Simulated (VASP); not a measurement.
LaTe, 2 atoms in the cell. Symmetry: Fm-3m, No. 225, cubic system. The conventional cell has a = 6.316 Å, b = 6.316 Å, c = 6.316 Å, α = 90.00°, β = 90.00°, γ = 90.00°. La (site symmetry m-3m) has 6 Te at 3.16 Å within 4.2 Å. Te (site symmetry m-3m) has 6 La at 3.16 Å within 4.2 Å. 

```yaml
Program: VASP 6.6.1
Task: relaxation of volume and atoms at fixed shape
Functional: PBEsol
Potentials_or_basis: VASP PAW PBE potentials, release 64 (La, Te)
Cutoff: 600 eV
k_mesh: 14 × 14 × 14
Occupations: gaussian, width 0.05 eV
Spin: no spin polarisation
Target_pressure: 4.4 GPa
Dipole_correction: no
Further_INCAR_settings: ALGO = Normal; EDIFF = 1e-06; IBRION = 2; EDIFFG = -0.005; NSW = 80; ISIF = 8
```

Potentials or basis: VASP PAW PBE potentials, release 64 (La, Te).

Launch:

```bash
$ cat potpaw_PBE.64/La/POTCAR potpaw_PBE.64/Te/POTCAR > POTCAR
$ mpirun -np 1 vasp_std > vasp.out
```

Hardware: 1 thread of AMD EPYC 9R45 96-Core Processor (Zen 5), on a shared host.

Problem. Estimate the wall time of this run.

Solution. Wall time 2.6 min on 1 thread of AMD EPYC 9R45 96-Core Processor (Zen 5) (shared host), peak memory 0.3 GiB. Counts: scf iterations 32, k points 104, ion steps 3.
